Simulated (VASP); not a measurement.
Wanted: the native input for a VASP 6.6.1 run.

```
Task                   : single point
Functional             : r2SCAN
Potentials or basis    : VASP PAW PBE potentials, release 64 (Al, Ru_pv)
Cutoff                 : 520 eV
k mesh                 : 18 × 18 × 18
Occupations            : gaussian, width 0.15 eV
Spin                   : no spin polarisation
Dipole correction      : no
Further INCAR settings : ALGO = Normal; EDIFF = 1e-06; NBANDS = 16
```

The system is AlRu.

```xyz
2
Lattice="3.2499 0.0000 0.0000 0.0000 3.2499 0.0000 0.0000 0.0000 2.5349" Properties=species:S:1:pos:R:3 pbc="T T T"
Al    0.0000    0.0000    0.0000
Ru    1.6250    1.6250    1.2675
```

This cell differs from its parent crystal: ratio of the length along z to the lengths across it x 0.78, volume and fractional coordinates fixed.

The input as run:

POSCAR

```
AlRu
1.0
    3.2499149099      0.0000000000      0.0000000000
    0.0000000000      3.2499149099      0.0000000000
    0.0000000000      0.0000000000      2.5349336297
Al Ru
1 1
Direct
    0.0000000000      0.0000000000      0.0000000000
    0.5000000000      0.5000000000      0.5000000000
```

INCAR.step1

```
PREC = Accurate
ENCUT = 520
ISMEAR = 0
SIGMA = 0.15
LREAL = False
LASPH = True
NELM = 100
NBANDS = 16
GGA = PE
ALGO = Normal
EDIFF = 1E-4
LWAVE = True
LCHARG = False
```

INCAR.step2

```
PREC = Accurate
ENCUT = 520
EDIFF = 1E-6
ISMEAR = 0
SIGMA = 0.15
LREAL = False
LASPH = True
NELM = 100
ALGO = Normal
ISIF = 2
LWAVE = False
LCHARG = True
METAGGA = R2SCAN
LMIXTAU = True
LELF = True
LVHAR = True
NBANDS = 16
ISTART = 1
```

KPOINTS

```
regular mesh
0
Gamma
  18 18 18
```

Potentials or basis: VASP PAW PBE potentials, release 64 (Al, Ru_pv).

Launch:

```bash
$ cat potpaw_PBE.64/Al/POTCAR potpaw_PBE.64/Ru_pv/POTCAR > POTCAR
$ cp INCAR.step1 INCAR
$ mpirun -np 1 vasp_std > vasp.out
$ cp INCAR.step2 INCAR
$ mpirun -np 1 vasp_std > vasp.out
```

Results of the run:

```
Pressure               : 8.2 GPa
Band gap on the k mesh : zero (an odd number of electrons rules out a gap without spin polarisation)
```

Caveat: the stress differs along the axes, from -13 to 50 GPa; the PAW data sets were made with another functional, which shifts forces and pressure a little.

Run time: 8.1 min on 1 thread of Intel(R) Xeon(R) Platinum 8175M CPU @ 2.50GHz (Skylake/Cascade Lake) (shared host), peak memory 0.33 GiB.
